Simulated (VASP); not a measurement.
Wanted: the native input for a VASP 6.6.1 run.

```yaml
Task: single point
Functional: PBE
Potentials_or_basis: VASP PAW PBE potentials, release 64 (Al, Ni)
Cutoff: 520 eV
k_mesh: 14 × 14 × 14
Occupations: gaussian, width 0.1 eV
Spin: no spin polarisation
Dipole_correction: no
Further_INCAR_settings: ALGO = Fast; EDIFF = 1e-07; NBANDS = 24
```

The structure of AlNi3 lies in POSCAR:

```
AlNi3
1.0
    0.0000000000      2.7178580182      2.7178580182
    2.7178580182      0.0000000000      2.7178580182
    2.7178580182      2.7178580182      0.0000000000
Al Ni
1 3
Direct
    0.5000000000      0.5000000000      0.5000000000
    0.2500000000      0.2500000000      0.2500000000
    0.0000000000      0.0000000000      0.0000000000
    0.7500000000      0.7500000000      0.7500000000
```

This cell differs from its parent crystal: volume scaled by 0.88.

These files were run (other wordings do the same):

INCAR

```
PREC     = Accurate       # precision mode
ENCUT    = 520            # plane-wave cutoff, eV
EDIFF    = 1E-7           # SCF threshold, eV
ISMEAR   = 0              # smearing method
SIGMA    = 0.1            # smearing width, eV
LREAL    = False          # projectors in reciprocal space
LASPH    = True           # aspherical terms in the spheres
NELM     = 100            # most SCF steps
ALGO     = Fast           # electronic algorithm
ISIF     = 2              # what is computed and relaxed
LWAVE    = False          # write WAVECAR
LCHARG   = False          # write CHGCAR
GGA      = PE             # functional
NBANDS   = 24             # bands
```

KPOINTS

```
regular mesh
0
Gamma
  14 14 14
```

Potentials or basis: VASP PAW PBE potentials, release 64 (Al, Ni).

Command:

```console
$ cat potpaw_PBE.64/Al/POTCAR potpaw_PBE.64/Ni/POTCAR > POTCAR
$ mpirun -np 1 vasp_std > vasp.out
```

Results of the run:

```
Pressure : 30.4 GPa
```

It took 68 s on 1 thread of Intel(R) Xeon(R) 6975P-C (Granite Rapids) (shared host), peak memory 0.22 GiB.
